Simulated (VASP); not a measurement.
# Al2O5 (C2/m) in VASP: electric field gradients with PBEsol

Aim: the electric field gradients of Al2O5 with PBEsol.

Program: VASP 6.6.1. These are calculated values, not measurements. Logs are shortened: lines on timing, memory, paths and dates and some standing lists are left out, and cuts for length are marked.

## 1. The cell of the first run

The structure is monoclinic, space group C2/m (No. 12). Conventional cell: a = 9.911 Å, b = 2.985 Å, c = 6.471 Å, α = 90.00°, β = 123.81°, γ = 90.00°. Al (site symmetry m) has 4 O at 1.76 to 1.88 Å within 2.3 Å. O (site symmetry m) has 1 Al at 1.78 Å and 3 O at 1.94 to 2.47 Å within 2.5 Å. O (site symmetry 2/m) has 4 O at 1.94 Å and 4 Al at 2.52 Å within 2.6 Å. Within 2.3 Å of O (site symmetry m) lie 3 Al at 1.76 to 1.88 Å.

## 2. Electric field gradients, PBEsol

Input file INCAR:

```
SYSTEM = Al2O5
ALGO = Normal ; EDIFF = 1E-8
ENCUT = 520 ; GGA = PS
ISIF = 2 ; ISMEAR = 0
LASPH = .TRUE. ; LCHARG = .FALSE.
LEFG = .TRUE. ; LREAL = .FALSE.
LWAVE = .FALSE. ; NBANDS = 27
NELM = 80 ; PREC = Accurate
SIGMA = 0.01
```

Input file KPOINTS:

```
k-points
0
G
  12 12 8
  0 0 0
```

Input file POSCAR:

```
Al2O5
1.0
    4.8757644639     -1.4925775829     -0.8842940992
    4.8757644639      1.4925775829     -0.8842940992
   -5.2489994728      0.0000000000      6.4161620920
Al O
2 5
Direct
    0.4127876312      0.4127876312      0.6859483716
    0.5872123688      0.5872123688      0.3140516284
    0.6348771003      0.6348771003      1.0166047456
    0.3651228997      0.3651228997     -0.0166047456
    0.0000000000      0.0000000000      0.0000000000
    0.1229433745      0.1229433745      0.4559095719
    0.8770566255      0.8770566255      0.5440904281
```

Potentials or basis: VASP PAW PBE potentials, release 64 (Al, O).

Command:

```sh
cat potpaw_PBE.64/Al/POTCAR potpaw_PBE.64/O/POTCAR > POTCAR
mpirun -np 1 vasp_std > vasp.out
```

OUTCAR:

```text
SYSTEM = Al2O5
   EDIFF = 1E-8
   ENCUT = 520
   GGA = PS
   ISIF = 2
   ISMEAR = 0
   LASPH = .TRUE.
   LREAL = .FALSE.
   NELM = 80
   PREC = Accurate

 ion  position               nearest neighbor table
   1  0.413  0.413  0.686-   7 1.76   7 1.76   3 1.78   6 1.88   5 2.52   5 2.52   2 2.65   2 2.65

   2  0.587  0.587  0.314-   6 1.76   6 1.76   4 1.78   7 1.88   5 2.52   5 2.52   1 2.65   1 2.65

   3  0.635  0.635  0.017-   1 1.78   5 1.94   5 1.94
   4  0.365  0.365  0.983-   2 1.78   5 1.94   5 1.94
   5  0.000  0.000  0.000-   3 1.94   3 1.94   4 1.94   4 1.94   1 2.52   2 2.52   1 2.52   2 2.52

   6  0.123  0.123  0.456-   2 1.76   2 1.76   1 1.88
   7  0.877  0.877  0.544-   1 1.76   1 1.76   2 1.88

  Warning from LATTYP: Got some problem with cell dimensions!
  Tried to take original basis but could not verify dimensions!
  LATTYP: Found a base centered monoclinic cell.
 ALAT       =     9.9106115172
 B/A-ratio  =     0.3012079689
 C/A-ratio  =     0.6529277182
 COS(beta)  =    -0.5564713836

  Lattice vectors:

 A1 = (  -4.8757644639,   1.4925775829,   0.8842940992)
 A2 = (  -4.8757644639,  -1.4925775829,   0.8842940992)
 A3 = (   4.5025294550,   0.0000000000,   4.6475738936)

Analysis of symmetry for initial positions (statically):
=====================================================================
 Subroutine PRICEL returns:
 Original cell was already a primitive cell.

 Routine SETGRP: Setting up the symmetry group for a
 base centered monoclinic supercell.

 Subroutine GETGRP returns: Found  4 space group operations
 (whereof  4 operations were pure point group operations)
 out of a pool of  4 trial point group operations.

The static configuration has the point symmetry C_2h.

Analysis of symmetry for dynamics (positions and initial velocities):
=====================================================================
 Subroutine PRICEL returns:
 Original cell was already a primitive cell.

 Routine SETGRP: Setting up the symmetry group for a
 base centered monoclinic supercell.

 Subroutine GETGRP returns: Found  4 space group operations
 (whereof  4 operations were pure point group operations)
 out of a pool of  4 trial point group operations.

The dynamic configuration has the point symmetry C_2h.

 Subroutine INISYM returns: Found  4 space group operations
 (whereof  4 operations are pure point group operations),
 and found     1 'primitive' translations

----------------------------------------------------------------------------------------

                                     Primitive cell

  volume of cell :      79.5306

  direct lattice vectors                    reciprocal lattice vectors
     4.875764464 -1.492577583 -0.884294099     0.120414260 -0.334990962  0.098509729
     4.875764464  1.492577583 -0.884294099     0.120414260  0.334990962  0.098509729
    -5.248999473  0.000000000  6.416162092     0.033191686  0.000000000  0.183010206

  length of vectors
     5.175214295  5.175214295  8.289700324     0.369354444  0.369354444  0.185995762

  position of ions in fractional coordinates (direct lattice)
     0.412787631  0.412787631  0.685948372
     0.587212369  0.587212369  0.314051628
     0.634877100  0.634877100  0.016604746
     0.365122900  0.365122900  0.983395254
     0.000000000  0.000000000  0.000000000
     0.122943374  0.122943374  0.455909572
     0.877056626  0.877056626  0.544090428

  ion indices of the primitive-cell ions
   primitive index   ion index
                 1           1
                 2           2
                 3           3
                 4           4
                 5           5
                 6           6
                 7           7

----------------------------------------------------------------------------------------

 KPOINTS: k-points

Automatic generation of k-mesh.
 Grid dimensions read from file:
[... 60 lines left out ...]
   LNONCOLLINEAR =      F non collinear calculations
   LSORBIT =      F    spin-orbit coupling
   LASPH  =      T    aspherical Exc in radial PAW
   ENCUT  =  520.0 eV  38.22 Ry    6.18 a.u.   9.62  9.62 15.41*2*pi/ulx,y,z
   NELM   =     80;   NELMIN=  2; NELMDL= -5     # of ELM steps
   EDIFF  = 0.1E-07   stopping-criterion for ELM
   LREAL  =      F    real-space projection
   EDIFFG = 0.1E-06   stopping-criterion for IOM
   NSW    =      0    number of steps for IOM
   IBRION =     -1    ionic relax: 0-MD 1-quasi-New 2-CG
   NFREE  =      0    steps in history (QN), initial steepest desc. (CG)
   ISIF   =      2    stress and relaxation
   ISYM   =      2    0-nonsym 1-usesym 2-fastsym
   POTIM  = 0.5000    time-step for ionic-motion
   TEBEG  =    0.0;   TEEND  =   0.0 temperature during run
   PSTRESS=    0.0 pullay stress
   NELECT =      36.0000    total number of electrons
   NUPDOWN=      -1.0000    fix difference up-down
   EMIN   =  10.00;   EMAX   =-10.00  energy-range for DOS
   EFERMI =   0.00;   METHOD = LEGACY
   ISMEAR =     0;   SIGMA  =   0.01  broadening in eV -4-tet -1-fermi 0-gaus
   EFERMI_NEDOS =   21; number of points for ismear=-14 and -15
   IALGO  =     38    algorithm
   IMIX   =      4    mixing-type and parameters
     AMIX     =   0.40;   BMIX     =  1.00
     AMIX_MAG =   1.60;   BMIX_MAG =  1.00
  volume/ion in A,a.u.               =      11.36        76.67
  Fermi-wavevector in a.u.,A,eV,Ry     =   1.256987  2.375362 21.497438  1.580017
  Thomas-Fermi vector in A             =   2.390668
   LORBIT       =      0    0 simple, 1 ext, 2 COOP (PROOUT), +10 PAW based schemes
   GGA     = PS    functional components
   LHFCALC =     F    Hartree Fock is set to
   AEXX    =    0.0000 exact exchange contribution
   IVDW    =     0    specifies the selected vdW correction
   LEPSILON=     F    determine dielectric tensor
   LRPA    =     F    only Hartree local field effects (RPA)
 non-spin polarized calculation
 Gauss-broadening in eV      SIGMA  =   0.01
  energy-cutoff  :      520.00
  volume of cell :       79.53
 maximum number of plane-waves:      2176
   NGX = 19   NGY = 19   NGZ = 31

 number of electron      35.9999999 magnetization

 Free energy of the ion-electron system (eV)
  ---------------------------------------------------
  ext. energy  EPLUGINS =         0.00000000
  ---------------------------------------------------
  free energy    TOTEN  =       -44.23473187 eV

  energy without entropy =      -44.23473187  energy(sigma->0) =      -44.23473187

 E-fermi :   1.7648     XC(G=0): -10.0066

 val. band max:        1.6612522339   @ k =  -0.1667   0.1667   0.0000
 cond. band min:       2.0097349792   @ k =   0.5000   0.5000   0.1250
 fundamental gap:      0.3484827454
 Fermi energy:         1.7648210016

 k-point     1 :       0.0000    0.0000    0.0000
  band No.  band energies     occupation
      1     -18.1854      2.00000
      2     -16.3986      2.00000
      3     -15.0244      2.00000
      4     -14.5567      2.00000
      5     -12.6341      2.00000
      6      -4.2619      2.00000
[... 709 lines left out ...]
     26      12.5838      0.00000
     27      14.4552      0.00000

 [... further k-points ...]
[... 5 lines left out ...]
  --------------------------------------------------------------------------------------
  -------------------------------------------------------------------------------------
  Total       -0.0406279      0.2332312      0.1400180      0.0000000      0.0000000      0.0564393
  in kB       -0.8184659      4.6985402      2.8207218      0.0000000      0.0000000      1.1369934
  external PRESSURE =       2.2335987 kB  Pullay stress =       0.0000000 kB

 VOLUME and BASIS-vectors are now :
 -----------------------------------------------------------------------------
  energy-cutoff  :      520.00
  volume of cell :       79.53
      direct lattice vectors                 reciprocal lattice vectors
     4.875764464 -1.492577583 -0.884294099     0.120414260 -0.334990962  0.098509729
     4.875764464  1.492577583 -0.884294099     0.120414260  0.334990962  0.098509729
    -5.248999473  0.000000000  6.416162092     0.033191686  0.000000000  0.183010206

 POSITION                                       TOTAL-FORCE (eV/Angst)
 -----------------------------------------------------------------------------------
      0.42477      0.00000      3.67110         0.010076     -0.000000     -0.002101
      4.07776      0.00000      0.97647        -0.010076     -0.000000      0.002101
      6.10386      0.00000     -1.01630         0.023382     -0.000000      0.042646
     -1.60133      0.00000      5.66387        -0.023382     -0.000000     -0.042646
      0.00000      0.00000      0.00000         0.000000      0.000000      0.000000
     -1.19418      0.00000      2.70775        -0.011779     -0.000000      0.014683
      5.69671      0.00000      1.93982         0.011779     -0.000000     -0.014683
 -----------------------------------------------------------------------------------
    total drift:                               -0.000000      0.000000      0.000000

  FREE ENERGIE OF THE ION-ELECTRON SYSTEM (eV)
  ---------------------------------------------------
  free  energy   TOTEN  =       -44.2347318725 eV

  energy  without entropy=      -44.2347318725  energy(sigma->0) =      -44.23473187

 Electric field gradients (V/A^2)
---------------------------------------------------------------------
 ion       V_xx      V_yy      V_zz      V_xy      V_xz      V_yz
---------------------------------------------------------------------
   1      41.561   -21.933   -19.628     0.000   -22.157    -0.000
   2      41.561   -21.933   -19.628     0.000   -22.157     0.000
   3      14.423   113.808  -128.231     0.000   -35.368     0.000
   4      14.423   113.808  -128.231    -0.000   -35.368     0.000
   5     104.159   190.122  -294.281    -0.000   -50.002    -0.000
   6     -29.934    13.688    16.246    -0.000    17.473    -0.000
   7     -29.934    13.688    16.246     0.000    17.473    -0.000
---------------------------------------------------------------------

 Electric field gradients after diagonalization (V/A^2)
 (convention: |V_zz| > |V_xx| > |V_yy|)
----------------------------------------------------------------------
 ion       V_xx      V_yy      V_zz     asymmetry (V_yy - V_xx)/ V_zz
----------------------------------------------------------------------
   1     -26.809   -21.933    48.741       0.100
   2     -26.809   -21.933    48.741       0.100
   3     113.808    22.711  -136.519       0.667
   4     113.808    22.711  -136.519       0.667
   5     190.122   110.339  -300.460       0.266
   6      22.112    13.688   -35.800       0.235
   7      22.112    13.688   -35.800       0.235
----------------------------------------------------------------------

           NMR quadrupolar parameters

 Cq : quadrupolar parameter    Cq=e*Q*V_zz/h
 eta: asymmetry parameters     (V_yy - V_xx)/ V_zz
 Q  : nuclear electric quadrupole moment in mb (millibarn)
----------------------------------------------------------------------
 ion       Cq(MHz)       eta       Q (mb)
----------------------------------------------------------------------
   1       0.118       0.100       1.000
   2       0.118       0.100       1.000
   3      -0.330       0.667       1.000
   4      -0.330       0.667       1.000
   5      -0.727       0.266       1.000
   6      -0.087       0.235       1.000
   7      -0.087       0.235       1.000
----------------------------------------------------------------------
```

Wall time 37 min (1 thread of Oxide Virtual Turin-like, shared host); peak memory 0.62 GiB.

What came out:

```
Free energy                             : -44.2347 eV
Pressure                                : 0.2 GPa
Largest force                           : 0.049 eV/Å
Band gap on the k mesh                  : 0.35 eV (least direct gap 0.63 eV)
Largest electric field gradient by atom : Al +48.7; O -136.5, -300.5, -35.8 (each value once) V/Å²
```

Forces in eV/Å, atoms in the order of the input:
```
Al   0.010  0.000 -0.002
Al  -0.010  0.000  0.002
O    0.023  0.000  0.043
O   -0.023  0.000 -0.043
O    0.000  0.000  0.000
O   -0.012  0.000  0.015
O    0.012  0.000 -0.015
```

Stress tensor (GPa, compression positive):
```
-0.08  0.00  0.11
 0.00  0.47  0.00
 0.11  0.00  0.28
```

Electric field gradients, principal values (V/Å²):
```
atom    least   middle  greatest (by size)
1 Al  -21.933  -26.809              48.741
2 Al  -21.933  -26.809              48.741
 3 O   22.711  113.808            -136.519
 4 O   22.711  113.808            -136.519
 5 O  110.339  190.122            -300.460
 6 O   13.688   22.112             -35.800
 7 O   13.688   22.112             -35.800
```

Caveat: without QUAD_EFG the Cq values of the log hold for a quadrupole moment of 1 mb, not for the nuclei; the PAW data sets were made with another functional, which shifts forces and pressure a little. A k mesh can miss the band edges.
